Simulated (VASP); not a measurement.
# Ga (Pm-3m) in VASP: density of states with PBE

Aim: the density of states of Ga with PBE.

Everything below comes from runs of VASP 6.6.1. Logs are shortened: lines on timing, memory, paths and dates and some standing lists are left out, and cuts for length are marked.

## (1) The cell of the first run

Symmetry: Pm-3m, No. 221, cubic system. The conventional cell has a = 2.717 Å, b = 2.717 Å, c = 2.717 Å, α = 90.00°, β = 90.00°, γ = 90.00°. Ga (site symmetry m-3m) has 6 Ga at 2.72 Å within 3.6 Å.

## (2) Density of states, PBE

Input file POSCAR:

```
Ga
1.0
    2.7167314578      0.0000000000      0.0000000000
    0.0000000000      2.7167314578      0.0000000000
    0.0000000000      0.0000000000      2.7167314578
Ga
1
Direct
    0.0000000000      0.0000000000      0.0000000000
```

Input file INCAR.step1:

```
PREC     = Accurate       # precision mode
ENCUT    = 520            # plane-wave cutoff, eV
EDIFF    = 1E-6           # SCF threshold, eV
ISMEAR   = 0              # smearing method
SIGMA    = 0.1            # smearing width, eV
LREAL    = False          # projectors in reciprocal space
LASPH    = True           # aspherical terms in the spheres
NELM     = 60             # most SCF steps
ALGO     = Normal         # electronic algorithm
ISIF     = 2              # what is computed and relaxed
LWAVE    = False          # write WAVECAR
LCHARG   = True           # write CHGCAR
GGA      = PE             # functional
NBANDS   = 12             # bands
```

Input file KPOINTS.step1:

```
regular mesh
0
Gamma
  20 20 20
```

Input file INCAR.step2:

```
PREC     = Accurate       # precision mode
ENCUT    = 520            # plane-wave cutoff, eV
EDIFF    = 1E-6           # SCF threshold, eV
ISMEAR   = -5             # smearing method
SIGMA    = 0.1            # smearing width, eV
LREAL    = False          # projectors in reciprocal space
LASPH    = True           # aspherical terms in the spheres
NELM     = 60             # most SCF steps
ALGO     = Normal         # electronic algorithm
ISIF     = 2              # what is computed and relaxed
LWAVE    = False          # write WAVECAR
LCHARG   = False          # write CHGCAR
GGA      = PE             # functional
LORBIT   = 11             # projections on sites
NEDOS    = 2001           # points of the DOS
ICHARG   = 11             # starting density
```

Input file KPOINTS.step2:

```
regular mesh
0
Gamma
  30 30 30
```

Potentials or basis: VASP PAW PBE potentials, release 64 (Ga_d).

On the command line:

```sh
$ cat potpaw_PBE.64/Ga_d/POTCAR > POTCAR
$ cp INCAR.step1 INCAR
$ cp KPOINTS.step1 KPOINTS
$ mpirun -np 1 vasp_std > vasp.out
$ cp INCAR.step2 INCAR
$ cp KPOINTS.step2 KPOINTS
$ mpirun -np 1 vasp_std > vasp.out
```

OUTCAR:

```text
PREC = Accurate
   ENCUT = 520
   EDIFF = 1E-6
   ISMEAR = -5
   LREAL = False
   LASPH = True
   NELM = 60
   ISIF = 2
   GGA = PE
   LORBIT = 11
   ICHARG = 11

 ion  position               nearest neighbor table
   1  0.000  0.000  0.000-

  LATTYP: Found a simple cubic cell.
 ALAT       =     2.7167314578

  Lattice vectors:

 A1 = (   2.7167314578,   0.0000000000,   0.0000000000)
 A2 = (   0.0000000000,   2.7167314578,   0.0000000000)
 A3 = (   0.0000000000,   0.0000000000,   2.7167314578)

Analysis of symmetry for initial positions (statically):
=====================================================================
 Subroutine PRICEL returns:
 Original cell was already a primitive cell.

 Routine SETGRP: Setting up the symmetry group for a
 simple cubic supercell.

 Subroutine GETGRP returns: Found 48 space group operations
 (whereof 48 operations were pure point group operations)
 out of a pool of 48 trial point group operations.

The static configuration has the point symmetry O_h .

Analysis of symmetry for dynamics (positions and initial velocities):
=====================================================================
 Subroutine PRICEL returns:
 Original cell was already a primitive cell.

 Routine SETGRP: Setting up the symmetry group for a
 simple cubic supercell.

 Subroutine GETGRP returns: Found 48 space group operations
 (whereof 48 operations were pure point group operations)
 out of a pool of 48 trial point group operations.

The dynamic configuration has the point symmetry O_h .

 Subroutine INISYM returns: Found 48 space group operations
 (whereof 48 operations are pure point group operations),
 and found     1 'primitive' translations

----------------------------------------------------------------------------------------

                                     Primitive cell

  volume of cell :      20.0512

  direct lattice vectors                    reciprocal lattice vectors
     2.716731458  0.000000000  0.000000000     0.368089381  0.000000000  0.000000000
     0.000000000  2.716731458  0.000000000     0.000000000  0.368089381  0.000000000
     0.000000000  0.000000000  2.716731458     0.000000000  0.000000000  0.368089381

  length of vectors
     2.716731458  2.716731458  2.716731458     0.368089381  0.368089381  0.368089381

[... 79 lines left out ...]
   NELM   =     60;   NELMIN=  2; NELMDL=  0     # of ELM steps
   EDIFF  = 0.1E-05   stopping-criterion for ELM
   LREAL  =      F    real-space projection
   EDIFFG = 0.1E-04   stopping-criterion for IOM
   NSW    =      0    number of steps for IOM
   IBRION =     -1    ionic relax: 0-MD 1-quasi-New 2-CG
   NFREE  =      0    steps in history (QN), initial steepest desc. (CG)
   ISIF   =      2    stress and relaxation
   ISYM   =      2    0-nonsym 1-usesym 2-fastsym
   POTIM  = 0.5000    time-step for ionic-motion
   TEBEG  =    0.0;   TEEND  =   0.0 temperature during run
   PSTRESS=    0.0 pullay stress
   NELECT =      13.0000    total number of electrons
   NUPDOWN=      -1.0000    fix difference up-down
   EMIN   =  10.00;   EMAX   =-10.00  energy-range for DOS
   EFERMI =   0.00;   METHOD = LEGACY
   ISMEAR =    -5;   SIGMA  =   0.10  broadening in eV -4-tet -1-fermi 0-gaus
   EFERMI_NEDOS =   21; number of points for ismear=-14 and -15
   IALGO  =     38    algorithm
   IMIX   =      4    mixing-type and parameters
     AMIX     =   0.40;   BMIX     =  1.00
     AMIX_MAG =   1.60;   BMIX_MAG =  1.00
  volume/ion in A,a.u.               =      20.05       135.31
  Fermi-wavevector in a.u.,A,eV,Ry     =   1.416911  2.677574 27.315556  2.007637
  Thomas-Fermi vector in A             =   2.538196
   LORBIT       =     11    0 simple, 1 ext, 2 COOP (PROOUT), +10 PAW based schemes
   GGA     = PE    functional components
   LHFCALC =     F    Hartree Fock is set to
   AEXX    =    0.0000 exact exchange contribution
   IVDW    =     0    specifies the selected vdW correction
   LEPSILON=     F    determine dielectric tensor
   LRPA    =     F    only Hartree local field effects (RPA)
 non-spin polarized calculation
 Fermi weights with tetrahedron method with Bloechl corrections
  energy-cutoff  :      520.00
  volume of cell :       20.05
 maximum number of plane-waves:       554

 number of electron      13.0000027 magnetization

 Free energy of the ion-electron system (eV)
  ---------------------------------------------------
  ext. energy  EPLUGINS =         0.00000000
  ---------------------------------------------------
  free energy    TOTEN  =        -2.82597155 eV

  energy without entropy =       -2.82597155  energy(sigma->0) =       -2.82597155

 E-fermi :   4.7538     XC(G=0): -10.6359

 val. band max:        4.7872932640   @ k =   0.4000   0.4000   0.1000
 cond. band min:       4.6627258401   @ k =   0.5000   0.5000   0.1667
 fundamental gap:     -0.1245674240
 Fermi energy:         4.7537858699

 k-point     1 :       0.0000    0.0000    0.0000
  band No.  band energies     occupation
      1     -10.3570      2.00000
      2     -10.3570      2.00000
      3      -9.8444      2.00000
      4      -9.8444      2.00000
      5      -9.8444      2.00000
      6      -5.8025      2.00000
      7      13.7084      0.00000
      8      13.7084      0.00000
      9      13.7084      0.00000
     10      16.6388      0.00000
[... 287 lines left out ...]
 k-point    24 :       0.2667    0.0333    0.0000
  band No.  band energies     occupation
      1     -10.3323      2.00000
      2     -10.1708      2.00000
      3      -9.9249      2.00000
      4      -9.9224      2.00000
      5      -9.8392      2.00000
      6      -4.3255      2.00000
      7       5.8257      0.00000
      8      14.6817      0.00000
      9      15.1557      0.00000
     10      18.1431      0.00000

 [... further k-points ...]
[... 5 lines left out ...]
  --------------------------------------------------------------------------------------
  -------------------------------------------------------------------------------------
  Total        0.0668694      0.0668694      0.0668694     -0.0000000     -0.0000000      0.0000000
  in kB        5.3431545      5.3431545      5.3431545     -0.0000000     -0.0000000      0.0000000
  external PRESSURE =       5.3431545 kB  Pullay stress =       0.0000000 kB

 VOLUME and BASIS-vectors are now :
 -----------------------------------------------------------------------------
  energy-cutoff  :      520.00
  volume of cell :       20.05
      direct lattice vectors                 reciprocal lattice vectors
     2.716731458  0.000000000  0.000000000     0.368089381  0.000000000  0.000000000
     0.000000000  2.716731458  0.000000000     0.000000000  0.368089381  0.000000000
     0.000000000  0.000000000  2.716731458     0.000000000  0.000000000  0.368089381

 POSITION                                       TOTAL-FORCE (eV/Angst)
 -----------------------------------------------------------------------------------
      0.00000      0.00000      0.00000         0.000000      0.000000      0.000000
 -----------------------------------------------------------------------------------
    total drift:                                0.000000      0.000000     -0.000000

  FREE ENERGIE OF THE ION-ELECTRON SYSTEM (eV)
  ---------------------------------------------------
  free  energy   TOTEN  =        -2.8259715477 eV

  energy  without entropy=       -2.8259715477  energy(sigma->0) =       -2.82597155

 total charge

# of ion       s       p       d       tot
------------------------------------------
    1        1.008   0.608   9.947  11.563
```

Wall time 41 s (1 thread of Intel Xeon 6975P-C (Granite Rapids), shared host); peak memory 0.28 GiB.

What came out:

- Valence electrons inside the program's atomic spheres: Ga 11.56

Caveat: tetrahedron occupations give inexact forces and stress in metals.
